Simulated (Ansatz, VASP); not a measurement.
Pt in VASP and in Ansatz

```
CELL_PARAMETERS angstrom
0.00000 1.96421 1.96421
1.96421 0.00000 1.96421
1.96421 1.96421 0.00000
ATOMIC_POSITIONS crystal
Pt 0.00000 0.00000 0.00000
```

Alike in both runs: functional PBE; dispersion D3(BJ); k mesh 18 × 18 × 18; occupations gaussian, width 0.1 eV; no spin polarisation.

Ansatz relaxed the structure, and its values are those at the end. VASP's run is a single point on that final structure, the one shown.

```csv
,VASP,Ansatz
version,VASP 6.6.1,Ansatz 0.2.0
potentials or method,"VASP PAW PBE potentials, release 64 (Pt), cutoff 500 eV","scalar-relativistic, plane waves, PAW"
valence electrons in the cell,10,18
```

```tsv
	VASP	Ansatz	Ansatz less VASP
gap on the k mesh at the Fermi level (eV)	none	none	-
pressure (GPa)	-0.5	0.0	+0.51
```

A gap of «none» marks a metal or a gap that the smearing closes. VASP's potentials hold 10 valence electrons a cell and Ansatz's 18, so a difference there can come from the potentials and not from the codes.

Spin-orbit coupling is off throughout.
